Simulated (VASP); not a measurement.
# Si3C2 (P-6m2) in VASP: relaxation of cell and atoms with PBE

Aim: the relaxation of cell and atoms of Si3C2 with PBE.

Everything below comes from runs of VASP 6.6.1. Logs are shortened: lines on timing, memory, paths and dates and some standing lists are left out, and cuts for length are marked.

## (1) The cell of the first run

Symmetry: P-6m2, No. 187, hexagonal system. Conventional cell: a = 2.909 Å, b = 2.909 Å, c = 14.449 Å, α = 90.00°, β = 90.00°, γ = 120.00°. Si (site symmetry 3m) has 3 C at 2.07 Å and 1 Si at 2.43 Å within 2.7 Å. Si (site symmetry 3m) has 6 C at 2.08 to 2.35 Å and 8 Si at 2.47 to 2.91 Å within 3.0 Å. Within 2.6 Å of Si (site symmetry 3m) lie 3 C at 1.90 Å and 1 Si at 2.52 Å. Within 2.5 Å of C (site symmetry 3m) lie 6 Si at 1.90 to 2.35 Å. Within 3.0 Å of C (site symmetry -6m2) lie 6 Si at 2.08 Å and 8 C at 2.87 to 2.91 Å. C (site symmetry -6m2) has 6 Si at 2.07 Å within 2.7 Å.

## (2) Relaxation of cell and atoms, PBE

File INCAR:

```
ALGO     = Normal         # electronic algorithm
EDIFF    = 1E-6           # SCF threshold, eV
EDIFFG   = -0.01          # ionic threshold
ENCUT    = 600            # plane-wave cutoff, eV
GGA      = PE             # functional
IBRION   = 2              # ionic algorithm
ISIF     = 3              # what is computed and relaxed
ISMEAR   = 0              # smearing method
LASPH    = T              # aspherical terms in the spheres
LCHARG   = F              # write CHGCAR
LREAL    = F              # projectors in reciprocal space
LWAVE    = F              # write WAVECAR
NELM     = 100            # most SCF steps
NSW      = 100            # ionic steps
PREC     = Accurate       # precision mode
SIGMA    = 0.1            # smearing width, eV
```

File KPOINTS:

```
k-points
0
Gamma
  12 12 4
```

File POSCAR:

```
Si3C2
1.0
    2.9085664889      0.0000000000      0.0000000000
   -1.4542832445      2.5188924680      0.0000000000
    0.0000000000      0.0000000000     14.4487273427
Si C
6 4
Direct
    0.3333333333      0.6666666667      0.4160744454
    0.3333333333      0.6666666667      0.5839255546
    0.6666666667      0.3333333333      0.9146792549
    0.6666666667      0.3333333333      0.0853207451
    0.6666666667      0.3333333333      0.2596353112
    0.6666666667      0.3333333333      0.7403646888
    0.3333333333      0.6666666667      0.8013714168
    0.3333333333      0.6666666667      0.0000000000
    0.3333333333      0.6666666667      0.1986285832
    0.6666666667      0.3333333333      0.5000000000
```

Potentials or basis: VASP PAW PBE potentials, release 64 (Si, C).

On the command line:

```
cat potpaw_PBE.64/Si/POTCAR potpaw_PBE.64/C/POTCAR > POTCAR
mpirun -np 1 vasp_std > vasp.out
```

OUTCAR:

```text
EDIFF = 1E-6
   EDIFFG = -0.01
   ENCUT = 600
   GGA = PE
   IBRION = 2
   ISIF = 3
   ISMEAR = 0
   LASPH = T
   LREAL = F
   NELM = 100
   NSW = 100
   PREC = Accurate

 ion  position               nearest neighbor table
   1  0.333  0.667  0.416-  10 2.07  10 2.07  10 2.07   2 2.43   5 2.82   5 2.82   5 2.82
   2  0.333  0.667  0.584-  10 2.07  10 2.07  10 2.07   1 2.43   6 2.82   6 2.82   6 2.82
   3  0.667  0.333  0.915-   8 2.08   8 2.08   8 2.08   7 2.35   7 2.35   7 2.35   4 2.47   6 2.52

   4  0.667  0.333  0.085-   8 2.08   8 2.08   8 2.08   9 2.35   9 2.35   9 2.35   3 2.47   5 2.52

   5  0.667  0.333  0.260-   9 1.90   9 1.90   9 1.90   4 2.52   1 2.82   1 2.82   1 2.82
   6  0.667  0.333  0.740-   7 1.90   7 1.90   7 1.90   3 2.52   2 2.82   2 2.82   2 2.82
   7  0.333  0.667  0.801-   6 1.90   6 1.90   6 1.90   3 2.35   3 2.35   3 2.35
   8  0.333  0.667  0.000-   3 2.08   4 2.08   3 2.08   4 2.08   3 2.08   4 2.08
   9  0.333  0.667  0.199-   5 1.90   5 1.90   5 1.90   4 2.35   4 2.35   4 2.35
  10  0.667  0.333  0.500-   1 2.07   2 2.07   1 2.07   2 2.07   1 2.07   2 2.07

  LATTYP: Found a hexagonal cell.
 ALAT       =     2.9085664889
 C/A-ratio  =     4.9676455387

  Lattice vectors:

 A1 = (   2.9085664889,   0.0000000000,   0.0000000000)
 A2 = (  -1.4542832445,   2.5188924680,   0.0000000000)
 A3 = (   0.0000000000,   0.0000000000,  14.4487273427)

Analysis of symmetry for initial positions (statically):
=====================================================================
 Subroutine PRICEL returns:
 Original cell was already a primitive cell.

 Routine SETGRP: Setting up the symmetry group for a
 hexagonal supercell.

 Subroutine GETGRP returns: Found 12 space group operations
 (whereof 12 operations were pure point group operations)
 out of a pool of 24 trial point group operations.

The static configuration has the point symmetry D_3h.

Analysis of symmetry for dynamics (positions and initial velocities):
=====================================================================
 Subroutine PRICEL returns:
 Original cell was already a primitive cell.

 Routine SETGRP: Setting up the symmetry group for a
 hexagonal supercell.

 Subroutine GETGRP returns: Found 12 space group operations
 (whereof 12 operations were pure point group operations)
 out of a pool of 24 trial point group operations.

The dynamic configuration has the point symmetry D_3h.

 Subroutine INISYM returns: Found 12 space group operations
 (whereof 12 operations are pure point group operations),
 and found     1 'primitive' translations

----------------------------------------------------------------------------------------

                                     Primitive cell

  volume of cell :     105.8567

  direct lattice vectors                    reciprocal lattice vectors
     2.908566489  0.000000000  0.000000000     0.343811979  0.198499939  0.000000000
    -1.454283245  2.518892468  0.000000000     0.000000000  0.396999877  0.000000000
     0.000000000  0.000000000 14.448727343     0.000000000  0.000000000  0.069210248

  length of vectors
     2.908566489  2.908566489 14.448727343     0.396999877  0.396999877  0.069210248

  position of ions in fractional coordinates (direct lattice)
     0.333333333  0.666666667  0.416074445
     0.333333333  0.666666667  0.583925555
     0.666666667  0.333333333  0.914679255
     0.666666667  0.333333333  0.085320745
     0.666666667  0.333333333  0.259635311
     0.666666667  0.333333333  0.740364689
     0.333333333  0.666666667  0.801371417
     0.333333333  0.666666667  0.000000000
     0.333333333  0.666666667  0.198628583
     0.666666667  0.333333333  0.500000000

  ion indices of the primitive-cell ions
   primitive index   ion index
                 1           1
                 2           2
                 3           3
                 4           4
                 5           5
                 6           6
                 7           7
                 8           8
                 9           9
                10          10

----------------------------------------------------------------------------------------

 KPOINTS: k-points

Automatic generation of k-mesh.
 Grid dimensions read from file:
 generate k-points for:   12   12    4

 Generating k-lattice:

  Cartesian coordinates                     Fractional coordinates (reciprocal lattice)
     0.028650998  0.016541662  0.000000000     0.083333333  0.000000000  0.000000000
     0.000000000  0.033083323  0.000000000     0.000000000  0.083333333  0.000000000
     0.000000000  0.000000000  0.017302562     0.000000000  0.000000000  0.250000000

  Length of vectors
     0.033083323  0.033083323  0.017302562

  Shift w.r.t. Gamma in fractional coordinates (k-lattice)
     0.000000000  0.000000000  0.000000000

 Subroutine IBZKPT returns following result:
 ===========================================

 Found     57 irreducible k-points:

 Following reciprocal coordinates:
            Coordinates               Weight
  0.000000  0.000000  0.000000      1.000000
  0.083333  0.000000  0.000000      6.000000
  0.166667  0.000000  0.000000      6.000000
  0.250000  0.000000  0.000000      6.000000
  0.333333 -0.000000  0.000000      6.000000
  0.416667 -0.000000  0.000000      6.000000
[... 16 lines left out ...]
  0.250000  0.000000  0.250000     12.000000
  0.333333 -0.000000  0.250000     12.000000
 [... further k-points ...]
   k-points           NKPTS =     57   k-points in BZ     NKDIM =     57   number of bands    NBANDS=     26
   number of dos      NEDOS =    301   number of ions     NIONS =     10
   total plane-waves  NPLWV =  69120
   dimension x,y,z NGX =    24 NGY =   24 NGZ =  120
   dimension x,y,z NGXF=    48 NGYF=   48 NGZF=  240
   ions per type =               6   4
   NGX,Y,Z   is equivalent  to a cutoff of  13.72, 13.72, 13.81 a.u.
   NGXF,Y,Z  is equivalent  to a cutoff of  27.44, 27.44, 27.61 a.u.
 SYSTEM =  unknown system
   PREC   = accura    normal or accurate (medium, high low for compatibility)
   ISTART =      0    job   : 0-new  1-cont  2-samecut
   ICHARG =      2    charge: 1-file 2-atom 10-const
   ISPIN  =      1    spin polarized calculation?
   LNONCOLLINEAR =      F non collinear calculations
   LSORBIT =      F    spin-orbit coupling
   LASPH  =      T    aspherical Exc in radial PAW
   ENCUT  =  600.0 eV  44.10 Ry    6.64 a.u.   5.81  5.81 28.86*2*pi/ulx,y,z
   NELM   =    100;   NELMIN=  2; NELMDL= -5     # of ELM steps
   EDIFF  = 0.1E-05   stopping-criterion for ELM
   LREAL  =      F    real-space projection
   EDIFFG = -.1E-01   stopping-criterion for IOM
   NSW    =    100    number of steps for IOM
   IBRION =      2    ionic relax: 0-MD 1-quasi-New 2-CG
   NFREE  =      1    steps in history (QN), initial steepest desc. (CG)
   ISIF   =      3    stress and relaxation
   ISYM   =      2    0-nonsym 1-usesym 2-fastsym
   POTIM  = 0.5000    time-step for ionic-motion
   TEBEG  =    0.0;   TEEND  =   0.0 temperature during run
   PSTRESS=    0.0 pullay stress
   NELECT =      40.0000    total number of electrons
   NUPDOWN=      -1.0000    fix difference up-down
   EMIN   =  10.00;   EMAX   =-10.00  energy-range for DOS
   EFERMI =   0.00;   METHOD = LEGACY
   ISMEAR =     0;   SIGMA  =   0.10  broadening in eV -4-tet -1-fermi 0-gaus
   EFERMI_NEDOS =   21; number of points for ismear=-14 and -15
   IALGO  =     38    algorithm
   IMIX   =      4    mixing-type and parameters
     AMIX     =   0.40;   BMIX     =  1.00
     AMIX_MAG =   1.60;   BMIX_MAG =  1.00
  volume/ion in A,a.u.               =      10.59        71.44
  Fermi-wavevector in a.u.,A,eV,Ry     =   1.183556  2.236596 19.059101  1.400804
  Thomas-Fermi vector in A             =   2.319788
   LORBIT       =      0    0 simple, 1 ext, 2 COOP (PROOUT), +10 PAW based schemes
   GGA     = PE    functional components
   LHFCALC =     F    Hartree Fock is set to
   AEXX    =    0.0000 exact exchange contribution
   IVDW    =     0    specifies the selected vdW correction
   LEPSILON=     F    determine dielectric tensor
   LRPA    =     F    only Hartree local field effects (RPA)
 conjugate gradient relaxation of ions
 non-spin polarized calculation
 Gauss-broadening in eV      SIGMA  =   0.10
  energy-cutoff  :      600.00
  volume of cell :      105.86
 maximum number of plane-waves:      3568
 NGX is ok and might be reduce to    24
   NGX = 11   NGY = 11   NGZ = 57

--------------------------------------- Ionic step        1  -------------------------------------------

 number of electron      40.0000003 magnetization

 Free energy of the ion-electron system (eV)
  ---------------------------------------------------
  ext. energy  EPLUGINS =         0.00000000
  ---------------------------------------------------
  free energy    TOTEN  =       -61.80418453 eV

  energy without entropy =      -61.79269526  energy(sigma->0) =      -61.79843990

------------------------ aborting loop because EDIFF is reached ----------------------------------------

  FORCE on cell =-STRESS in cart. coord.  units (eV):
  Direction    XX          YY          ZZ          XY          YZ          ZX
  --------------------------------------------------------------------------------------
  -------------------------------------------------------------------------------------
  Total        0.1178970      0.1178970     -0.1604895     -0.0000000      0.0000000     -0.0000000
  in kB        1.7844124      1.7844124     -2.4290638     -0.0000000      0.0000000     -0.0000000
  external PRESSURE =       0.3799203 kB  Pullay stress =       0.0000000 kB
[... 249 lines left out ...]
  energy  without entropy=      -61.7936488338  energy(sigma->0) =      -61.79941628

--------------------------------------- Ionic step        7  -------------------------------------------

 number of electron      40.0000003 magnetization

 Free energy of the ion-electron system (eV)
  ---------------------------------------------------
  ext. energy  EPLUGINS =         0.00000000
  ---------------------------------------------------
  free energy    TOTEN  =       -61.80521308 eV

  energy without entropy =      -61.79366228  energy(sigma->0) =      -61.79943768

 E-fermi :  10.2239     XC(G=0): -11.7158

 val. band max:       10.2067760863   @ k =   0.2500   0.2500   0.0000
 cond. band min:      10.2273445173   @ k =   0.3333   0.0833   0.0000
 fundamental gap:      0.0205684311
 Fermi energy:        10.2238510192

 k-point     1 :       0.0000    0.0000    0.0000
  band No.  band energies     occupation
      1      -6.7487      2.00000
      2      -6.3945      2.00000
      3      -5.9020      2.00000
      4      -4.9792      2.00000
      5      -1.8618      2.00000
      6      -0.2495      2.00000
[... 685 lines left out ...]
     25      13.3022      0.00000
     26      14.4992      0.00000

 [... further k-points ...]

------------------------ aborting loop because EDIFF is reached ----------------------------------------

  FORCE on cell =-STRESS in cart. coord.  units (eV):
  Direction    XX          YY          ZZ          XY          YZ          ZX
  --------------------------------------------------------------------------------------
  -------------------------------------------------------------------------------------
  Total       -0.0280665     -0.0280665     -0.0126351      0.0000000      0.0000000      0.0000000
  in kB       -0.4235618     -0.4235618     -0.1906811      0.0000000      0.0000000      0.0000000
  external PRESSURE =      -0.3459349 kB  Pullay stress =       0.0000000 kB
[... 25 lines left out ...]
  FREE ENERGIE OF THE ION-ELECTRON SYSTEM (eV)
  ---------------------------------------------------
  free  energy   TOTEN  =       -61.8052130768 eV

  energy  without entropy=      -61.7936622821  energy(sigma->0) =      -61.79943768

 reached required accuracy - stopping structural energy minimisation
```

Wall time 5.4 min (1 thread of AMD EPYC 9R45 (Zen 5), shared host); peak memory 0.31 GiB.

Results:

* Free energy: -61.8052 eV
* Relaxed volume: 10.62 Å³/atom
* Relaxed cell: a = 2.911 Å, b = 2.911 Å, c = 14.468 Å, α = 90.00°, β = 90.00°, γ = 120.00°
* Space group after relaxing (to 0.1 Å): P-6m2 (No. 187)
* Energy gained by relaxing: 0.1 meV/atom
* Ionic steps: 7
* Pressure after relaxing: 0.0 GPa
* Largest force after relaxing: 0.010 eV/Å
* Band gap on the k mesh: zero (bands 20 and 21 overlap by 5.72 eV)

Forces in eV/Å, atoms in the order of the input:
```
Si   0.000  0.000 -0.002
Si   0.000  0.000  0.002
Si   0.000  0.000 -0.007
Si   0.000  0.000  0.007
Si   0.000  0.000 -0.005
Si   0.000  0.000  0.005
C    0.000  0.000  0.010
C    0.000  0.000  0.000
C    0.000  0.000 -0.010
C    0.000  0.000  0.000
```

The path:
| step | energy change (eV) | largest force (eV/Å) | pressure (GPa) | volume (Å³) |
| --- | --- | --- | --- | --- |
| 1 | 0.0000 | 0.1012 | 0.04 | 105.86 |
| 2 | -0.0003 | 0.0566 | 0.24 | 105.90 |
| 3 | -0.0005 | 0.0316 | 0.16 | 105.88 |
| 4 | -0.0008 | 0.0410 | 0.01 | 106.05 |
| 5 | -0.0009 | 0.0526 | -0.08 | 106.15 |
| 6 | -0.0010 | 0.0342 | 0.00 | 106.17 |
| 7 | -0.0010 | 0.0100 | -0.03 | 106.17 |

Final structure:
```
Si C
1.0
     2.91083    0.00000    0.00000
    -1.45542    2.52085    0.00000
     0.00000    0.00000   14.46829
Si C
6 4
Cartesian
  0.0000 1.6806 6.0223
  0.0000 1.6806 8.4460
  1.4554 0.8403 13.2367
  1.4554 0.8403 1.2316
  1.4554 0.8403 3.7470
  1.4554 0.8403 10.7213
  0.0000 1.6806 11.5951
  0.0000 1.6806 0.0000
  0.0000 1.6806 2.8732
  1.4554 0.8403 7.2341
```

Levels at points of the mesh, in eV from the Fermi level:
```
           k point  band 18  band 19  band 20  band 21  band 22  band 23
(0.00, 0.00, 0.00)    -0.27     0.73     4.00     4.35     4.84     5.36
(0.50, 0.00, 0.00)    -2.31    -2.02    -1.86    -0.37     0.40     1.63
(0.00, 0.00, 0.50)    -0.27     2.16     2.45     4.84     4.85     5.47
(0.50, 0.00, 0.50)    -2.32    -2.09    -1.76    -0.65     0.78     1.51
```

The gap in the log of VASP goes by the Fermi energy; the results here count the filled bands.